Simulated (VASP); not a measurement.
# Nb (I4/mmm) in VASP: a series of runs

Runs on Nb. Level: PBEsol. Tasks: single point.

All numbers are computed with VASP 6.6.1; they aren't measurements. Logs are shortened: lines on timing, memory, paths and dates and some standing lists are left out, and cuts for length are marked.

## (1) The cell of the first run

Symmetry: I4/mmm, No. 139, tetragonal system. Conventional cell: a = 3.066 Å, b = 3.066 Å, c = 4.124 Å, α = 90.00°, β = 90.00°, γ = 90.00°. Nb (site symmetry 4/mmm) has 12 Nb at 2.99 to 3.07 Å within 3.9 Å.

## (2) Single point, PBEsol (strain +0.025 along x and y, -0.025 along z)

INCAR

```
ALGO = Normal
EDIFF = 1E-6
ENCUT = 500
GGA = PS
GGA_COMPAT = False
ISIF = 2
ISMEAR = 0
LASPH = True
LCHARG = True
LELF = True
LREAL = False
LVHAR = True
LWAVE = False
NBANDS = 12
NELM = 120
PREC = Accurate
SIGMA = 0.15
```

KPOINTS

```
k-points
0
Gamma
  20 20 20
```

POSCAR

```
Nb
1.0
    0.0000000000      2.1678750000      2.0621250000
    2.1678750000      0.0000000000      2.0621250000
    2.1678750000      2.1678750000      0.0000000000
Nb
1
Direct
    0.0000000000      0.0000000000      0.0000000000
```

Potentials or basis: VASP PAW PBE potentials, release 64 (Nb_sv).

Started as:

```bash
cat potpaw_PBE.64/Nb_sv/POTCAR > POTCAR
mpirun -np 1 vasp_std > vasp.out
```

OUTCAR:

```text
EDIFF = 1E-6
   ENCUT = 500
   GGA = PS
   ISIF = 2
   ISMEAR = 0
   LASPH = True
   LREAL = False
   NELM = 120
   PREC = Accurate

 ion  position               nearest neighbor table
   1  0.000  0.000  0.000-

  LATTYP: Found a body centered tetragonal cell.
 ALAT       =     3.0658382265
 C/A-ratio  =     1.3452275349

  Lattice vectors:

 A1 = (   0.0000000000,  -2.1678750000,  -2.0621250000)
 A2 = (   0.0000000000,   2.1678750000,  -2.0621250000)
 A3 = (   2.1678750000,   0.0000000000,   2.0621250000)

Analysis of symmetry for initial positions (statically):
=====================================================================
 Subroutine PRICEL returns:
 Original cell was already a primitive cell.

 Routine SETGRP: Setting up the symmetry group for a
 body centered tetragonal supercell.

 Subroutine GETGRP returns: Found 16 space group operations
 (whereof 16 operations were pure point group operations)
 out of a pool of 16 trial point group operations.

The static configuration has the point symmetry D_4h.

Analysis of symmetry for dynamics (positions and initial velocities):
=====================================================================
 Subroutine PRICEL returns:
 Original cell was already a primitive cell.

 Routine SETGRP: Setting up the symmetry group for a
 body centered tetragonal supercell.

 Subroutine GETGRP returns: Found 16 space group operations
 (whereof 16 operations were pure point group operations)
 out of a pool of 16 trial point group operations.

The dynamic configuration has the point symmetry D_4h.

 Subroutine INISYM returns: Found 16 space group operations
 (whereof 16 operations are pure point group operations),
 and found     1 'primitive' translations

----------------------------------------------------------------------------------------

                                     Primitive cell

  volume of cell :      19.3827

  direct lattice vectors                    reciprocal lattice vectors
     0.000000000  2.167875000  2.062125000    -0.230640604  0.230640604  0.242468328
     2.167875000  0.000000000  2.062125000     0.230640604 -0.230640604  0.242468328
     2.167875000  2.167875000  0.000000000     0.230640604  0.230640604 -0.242468328

  length of vectors
     2.991996245  2.991996245  3.065838227     0.406424737  0.406424737  0.406424737

  position of ions in fractional coordinates (direct lattice)
     0.000000000  0.000000000  0.000000000

  ion indices of the primitive-cell ions
   primitive index   ion index
                 1           1

----------------------------------------------------------------------------------------

 KPOINTS: k-points

Automatic generation of k-mesh.
 Grid dimensions read from file:
 generate k-points for:   20   20   20

 Generating k-lattice:

  Cartesian coordinates                     Fractional coordinates (reciprocal lattice)
    -0.011532030  0.011532030  0.012123416     0.050000000  0.000000000  0.000000000
     0.011532030 -0.011532030  0.012123416     0.000000000  0.050000000  0.000000000
     0.011532030  0.011532030 -0.012123416     0.000000000  0.000000000  0.050000000

  Length of vectors
     0.020321237  0.020321237  0.020321237

  Shift w.r.t. Gamma in fractional coordinates (k-lattice)
     0.000000000  0.000000000  0.000000000

 Subroutine IBZKPT returns following result:
 ===========================================

 Found    641 irreducible k-points:

 Following reciprocal coordinates:
            Coordinates               Weight
  0.000000  0.000000  0.000000      1.000000
  0.050000  0.000000  0.000000      8.000000
  0.100000 -0.000000  0.000000      8.000000
  0.150000 -0.000000  0.000000      8.000000
  0.200000 -0.000000  0.000000      8.000000
  0.250000 -0.000000  0.000000      8.000000
[... 16 lines left out ...]
 -0.400000  0.050000  0.000000      8.000000
 -0.350000  0.050000  0.000000      8.000000
 [... further k-points ...]
   k-points           NKPTS =    641   k-points in BZ     NKDIM =    641   number of bands    NBANDS=     12
   number of dos      NEDOS =    301   number of ions     NIONS =      1
   total plane-waves  NPLWV =  13824
   dimension x,y,z NGX =    24 NGY =   24 NGZ =   24
   dimension x,y,z NGXF=    48 NGYF=   48 NGZF=   48
   ions per type =               1
   NGX,Y,Z   is equivalent  to a cutoff of  13.34, 13.34, 13.01 a.u.
   NGXF,Y,Z  is equivalent  to a cutoff of  26.67, 26.67, 26.03 a.u.
 SYSTEM =  unknown system
   PREC   = accura    normal or accurate (medium, high low for compatibility)
   ISTART =      0    job   : 0-new  1-cont  2-samecut
   ICHARG =      2    charge: 1-file 2-atom 10-const
   ISPIN  =      1    spin polarized calculation?
   LNONCOLLINEAR =      F non collinear calculations
   LSORBIT =      F    spin-orbit coupling
   LASPH  =      T    aspherical Exc in radial PAW
   ENCUT  =  500.0 eV  36.75 Ry    6.06 a.u.   5.46  5.46  5.59*2*pi/ulx,y,z
   NELM   =    120;   NELMIN=  2; NELMDL= -5     # of ELM steps
   EDIFF  = 0.1E-05   stopping-criterion for ELM
   LREAL  =      F    real-space projection
[... 7 lines left out ...]
   TEBEG  =    0.0;   TEEND  =   0.0 temperature during run
   PSTRESS=    0.0 pullay stress
   NELECT =      13.0000    total number of electrons
   NUPDOWN=      -1.0000    fix difference up-down
   EMIN   =  10.00;   EMAX   =-10.00  energy-range for DOS
   EFERMI =   0.00;   METHOD = LEGACY
   ISMEAR =     0;   SIGMA  =   0.15  broadening in eV -4-tet -1-fermi 0-gaus
   EFERMI_NEDOS =   21; number of points for ismear=-14 and -15
   IALGO  =     38    algorithm
   IMIX   =      4    mixing-type and parameters
     AMIX     =   0.40;   BMIX     =  1.00
     AMIX_MAG =   1.60;   BMIX_MAG =  1.00
  volume/ion in A,a.u.               =      19.38       130.80
  Fermi-wavevector in a.u.,A,eV,Ry     =   1.433017  2.708010 27.940092  2.053539
  Thomas-Fermi vector in A             =   2.552582
   LORBIT       =      0    0 simple, 1 ext, 2 COOP (PROOUT), +10 PAW based schemes
   GGA     = PS    functional components
   LHFCALC =     F    Hartree Fock is set to
   AEXX    =    0.0000 exact exchange contribution
   IVDW    =     0    specifies the selected vdW correction
   LEPSILON=     F    determine dielectric tensor
   LRPA    =     F    only Hartree local field effects (RPA)
 non-spin polarized calculation
 Gauss-broadening in eV      SIGMA  =   0.15
  energy-cutoff  :      500.00
  volume of cell :       19.38
 maximum number of plane-waves:       516
 NGX is ok and might be reduce to    24
   NGX = 11   NGY = 11   NGZ = 11

 number of electron      12.9999999 magnetization

 Free energy of the ion-electron system (eV)
  ---------------------------------------------------
  ext. energy  EPLUGINS =         0.00000000
  ---------------------------------------------------
  free energy    TOTEN  =       -10.59417057 eV

  energy without entropy =      -10.57745438  energy(sigma->0) =      -10.58581248

 E-fermi :  10.3718     XC(G=0): -12.2553

 val. band max:       10.3676799575   @ k =  -0.3000   0.4500   0.1500
 cond. band min:      10.3741029224   @ k =  -0.4500  -0.0000   0.2000
 fundamental gap:      0.0064229650
 Fermi energy:        10.3718257533

 k-point     1 :       0.0000    0.0000    0.0000
  band No.  band energies     occupation
      1     -44.3364      2.00000
      2     -19.8012      2.00000
      3     -19.7983      2.00000
      4     -19.7983      2.00000
      5       4.2241      2.00000
      6      10.3513      1.15371
      7      10.3513      1.15371
      8      10.8971      0.00000
      9      12.6211      0.00000
     10      13.3229      0.00000
     11      22.2216      0.00000
     12      26.3155      0.00000

 k-point     2 :       0.0500    0.0000    0.0000
  band No.  band energies     occupation
      1     -44.3323      2.00000
      2     -19.8277      2.00000
      3     -19.8027      2.00000
      4     -19.8026      2.00000
      5       4.3148      2.00000
      6      10.3221      1.36065
      7      10.3924      0.84608
      8      10.8968      0.00000
      9      12.5926      0.00000
     10      13.2781      0.00000
     11      22.4037      0.00000
     12      26.1192      0.00000

 k-point     3 :       0.1000   -0.0000    0.0000
  band No.  band energies     occupation
      1     -44.3203      2.00000
      2     -19.9090      2.00000
      3     -19.8156      2.00000
      4     -19.8101      2.00000
      5       4.5784      2.00000
      6      10.2028      1.88907
      7      10.4996      0.22846
      8      10.9412      0.00000
      9      12.5314      0.00000
     10      13.1646      0.00000
     11      22.9067      0.00000
     12      25.4512      0.00000
[... 286 lines left out ...]
 k-point    23 :      -0.4000    0.0500    0.0000
  band No.  band energies     occupation
      1     -44.1753      2.00000
      2     -20.8010      2.00000
      3     -19.9618      2.00000
      4     -19.9259      2.00000
      5       6.7493      2.00000
      6      10.1849      1.92204
      7      10.5140      0.18024
      8      11.1109      0.00000
      9      14.4503      0.00000
     10      14.7638      0.00000
     11      20.8466      0.00000
     12      22.6905      0.00000

 k-point    24 :      -0.3500    0.0500    0.0000
  band No.  band energies     occupation
      1     -44.1927      2.00000
      2     -20.6979      2.00000
      3     -19.9406      2.00000
      4     -19.9198      2.00000
      5       6.7089      2.00000
      6      10.3057      1.46700
      7      10.3580      1.10381
      8      10.8173      0.00003
      9      13.8873      0.00000
     10      14.4327      0.00000
     11      21.3667      0.00000
     12      23.5876      0.00000

 [... further k-points ...]

------------------------ aborting loop because EDIFF is reached ----------------------------------------

  FORCE on cell =-STRESS in cart. coord.  units (eV):
  Direction    XX          YY          ZZ          XY          YZ          ZX
  --------------------------------------------------------------------------------------
  -------------------------------------------------------------------------------------
  Total       -0.8915986     -0.8915986     -2.2326169      0.0000000      0.0000000      0.0000000
  in kB      -73.6998342    -73.6998342   -184.5488476      0.0000000      0.0000000      0.0000000
  external PRESSURE =    -110.6495054 kB  Pullay stress =       0.0000000 kB

 VOLUME and BASIS-vectors are now :
 -----------------------------------------------------------------------------
  energy-cutoff  :      500.00
  volume of cell :       19.38
      direct lattice vectors                 reciprocal lattice vectors
     0.000000000  2.167875000  2.062125000    -0.230640604  0.230640604  0.242468328
     2.167875000  0.000000000  2.062125000     0.230640604 -0.230640604  0.242468328
     2.167875000  2.167875000  0.000000000     0.230640604  0.230640604 -0.242468328

 POSITION                                       TOTAL-FORCE (eV/Angst)
 -----------------------------------------------------------------------------------
      0.00000      0.00000      0.00000         0.000000      0.000000     -0.000000
 -----------------------------------------------------------------------------------
    total drift:                               -0.000000      0.000000      0.000000

  FREE ENERGIE OF THE ION-ELECTRON SYSTEM (eV)
  ---------------------------------------------------
  free  energy   TOTEN  =       -10.5941705716 eV

  energy  without entropy=      -10.5774543849  energy(sigma->0) =      -10.58581248
```

Wall time 68 s (1 thread of Intel Xeon Platinum 8488C (Sapphire Rapids), shared host); peak memory 0.25 GiB.

What came out:

| Quantity | Value |
| --- | --- |
| Free energy | -10.5942 eV |
| Pressure | -11.1 GPa |
| Band gap on the k mesh | zero (an odd number of electrons rules out a gap without spin polarisation) |

Caveat: the cell differs from its parent crystal (strain +0.025 along x and y, -0.025 along z); the cell stands under tension; the PAW data sets were made with another functional, which shifts forces and pressure a little.

## (3) Single point, PBEsol (strain +0.050 along x and y, -0.050 along z)

INCAR

```
SYSTEM = Nb
  PREC = Accurate
  ENCUT = 500
  EDIFF = 1E-6
  ISMEAR = 0
  SIGMA = 0.15
  LREAL = .False.
  LASPH = .True.
  NELM = 120
  ALGO = Normal
  ISIF = 2
  LWAVE = .False.
  LCHARG = .False.
  GGA = PS
  NBANDS = 12
  GGA_COMPAT = .False.
```

KPOINTS

```
regular mesh
0
Gamma
  20 20 20
  0 0 0
```

POSCAR

```
Nb
1.0
    0.0000000000      2.2207500000      2.0092500000
    2.2207500000      0.0000000000      2.0092500000
    2.2207500000      2.2207500000      0.0000000000
Nb
1
Direct
    0.0000000000      0.0000000000      0.0000000000
```

Potentials or basis: VASP PAW PBE potentials, release 64 (Nb_sv).

Started as:

```bash
cat potpaw_PBE.64/Nb_sv/POTCAR > POTCAR
mpirun -np 1 vasp_std > vasp.out
```

Wall time 80 s (1 thread of Intel Xeon Platinum 8488C (Sapphire Rapids), shared host); peak memory 0.25 GiB.

It converged, with:

- Free energy: -10.6154 eV
- Pressure: -14.8 GPa
- Band gap on the k mesh: zero (an odd number of electrons rules out a gap without spin polarisation)

Stress tensor (GPa, compression positive):
```
 -9.75   0.00   0.00
  0.00  -9.75   0.00
  0.00   0.00 -24.95
```

Levels at points of the mesh, in eV from the Fermi level:
```tsv
k point	band 4	band 5	band 6	band 7	band 8	band 9
(0.00, 0.00, 0.00)	-30.16	-6.02	-0.05	-0.05	0.97	1.89
(0.50, 0.00, 0.00)	-30.23	-3.56	-0.52	0.72	1.30	4.09
(0.50, 0.50, 0.00)	-30.63	-3.68	-3.11	4.42	4.56	4.98
(0.50, 0.00, 0.50)	-30.38	-3.69	-2.83	2.81	4.29	4.46
```

Caveat: the cell differs from its parent crystal (strain +0.050 along x and y, -0.050 along z); the cell stands under tension; the PAW data sets were made with another functional, which shifts forces and pressure a little.

## (4) Single point, PBEsol (strain +0.050 along x and y, -0.025 along z)

INCAR

```
PREC = Accurate
ENCUT = 500
EDIFF = 1E-6
ISMEAR = 0
SIGMA = 0.15
LREAL = False
LASPH = True
NELM = 120
ALGO = Normal
ISIF = 2
LWAVE = False
LCHARG = True
GGA = PS
LELF = True
LVHAR = True
NBANDS = 12
GGA_COMPAT = False
```

KPOINTS

```
Automatic mesh
0
Gamma
  20 20 20
```

POSCAR

```
Nb
1.0
    0.0000000000      2.2207500000      2.0621250000
    2.2207500000      0.0000000000      2.0621250000
    2.2207500000      2.2207500000      0.0000000000
Nb
1
Direct
    0.0000000000      0.0000000000      0.0000000000
```

Started as:

```bash
cat potpaw_PBE.64/Nb_sv/POTCAR > POTCAR
mpirun -np 1 vasp_std > vasp.out
```

It took 70 s on 1 thread of Intel Xeon Platinum 8488C (Sapphire Rapids), shared host; peak memory 0.26 GiB.

It converged, with:

| Quantity | Value |
| --- | --- |
| Free energy | -10.5334 eV |
| Pressure | -17.3 GPa |
| Band gap on the k mesh | zero (an odd number of electrons rules out a gap without spin polarisation) |

Stress tensor (GPa, compression positive):
```
-13.13   0.00   0.00
  0.00 -13.13   0.00
  0.00   0.00 -25.57
```

Levels at points of the mesh, in eV from the Fermi level:
```
           k point  band 4  band 5  band 6  band 7  band 8  band 9
(0.00, 0.00, 0.00)  -30.28   -5.99   -0.02   -0.02    0.73    1.99
(0.50, 0.00, 0.00)  -30.36   -3.51   -0.39    0.49    1.17    4.02
(0.50, 0.50, 0.00)  -30.69   -3.59   -2.99    4.05    4.23    4.78
(0.50, 0.00, 0.50)  -30.51   -3.60   -2.81    2.79    4.17    4.40
```

Caveat: the cell differs from its parent crystal (strain +0.050 along x and y, -0.025 along z); the cell stands under tension; the PAW data sets were made with another functional, which shifts forces and pressure a little.

## (5) Single point, PBEsol (strain +0.050 along x and y, +0.000 along z)

INCAR

```
ALGO = Normal ; EDIFF = 1E-6
ENCUT = 500 ; GGA = PS
GGA_COMPAT = F ; ISIF = 2
ISMEAR = 0 ; LASPH = T
LCHARG = F ; LREAL = F
LWAVE = F ; NBANDS = 12
NELM = 120 ; PREC = Accurate
SIGMA = 0.15
```

KPOINTS

```
k-points
0
Gamma
  20 20 20
```

POSCAR

```
Nb
1.0
    0.0000000000      2.2207500000      2.1150000000
    2.2207500000      0.0000000000      2.1150000000
    2.2207500000      2.2207500000      0.0000000000
Nb
1
Direct
    0.0000000000      0.0000000000      0.0000000000
```

Started as:

```bash
cat potpaw_PBE.64/Nb_sv/POTCAR > POTCAR
mpirun -np 1 vasp_std > vasp.out
```

Wall time 68 s (1 thread of Intel Xeon Platinum 8488C (Sapphire Rapids), shared host); peak memory 0.25 GiB.

The run converged. Its results:

- Free energy: -10.4510 eV
- Pressure: -19.5 GPa
- Band gap on the k mesh: zero (an odd number of electrons rules out a gap without spin polarisation)

Stress tensor (GPa, compression positive):
```
-16.64   0.00   0.00
  0.00 -16.64   0.00
  0.00   0.00 -25.25
```

Levels at points of the mesh, in eV from the Fermi level:
```csv
k point,band 2,band 3,band 4,band 5,band 6,band 7,band 8,band 9,band 10,band 11
"(0.00, 0.00, 0.00)",-30.39,-30.39,-30.39,-5.95,0.02,0.02,0.52,2.08,2.69,11.74
"(0.50, 0.00, 0.00)",-31.24,-30.53,-30.47,-3.44,-0.25,0.30,1.07,3.95,4.25,9.10
"(0.50, 0.50, 0.00)",-31.19,-30.74,-30.74,-3.50,-2.87,3.59,4.06,4.59,4.59,10.01
"(0.50, 0.00, 0.50)",-31.18,-30.71,-30.63,-3.51,-2.77,2.78,4.05,4.34,4.79,10.40
```

Caveat: the cell differs from its parent crystal (strain +0.050 along x and y, +0.000 along z); the cell stands under tension; the PAW data sets were made with another functional, which shifts forces and pressure a little.

## (6) Summary

| cell | gap on the mesh (eV) | pressure (GPa) |
| --- | --- | --- |
| a = 2.992, b = 2.992, c = 3.066 Å, angles 59.2, 59.2, 61.6°, 1 atom | none | -11.1 |
| a = 2.995, b = 2.995, c = 3.141 Å, angles 58.4, 58.4, 63.2°, 1 atom | none | -14.8 |
| a = 3.031, b = 3.031, c = 3.141 Å, angles 58.8, 58.8, 62.4°, 1 atom | none | -17.3 |
| a = 3.067, b = 3.067, c = 3.141 Å, angles 59.2, 59.2, 61.6°, 1 atom | none | -19.5 |

Alike in all rows: task single point; level PBEsol; potentials or basis VASP PAW PBE potentials, release 64 (Nb_sv); no spin polarisation; k mesh 20 × 20 × 20; cutoff (eV) 500; smearing gaussian 0.15 eV.

Caveats: the cell stands under tension; the PAW data sets were made with another functional, which shifts forces and pressure a little.

Total energies depend on the potentials used, so only differences within one code and one set of settings carry meaning.
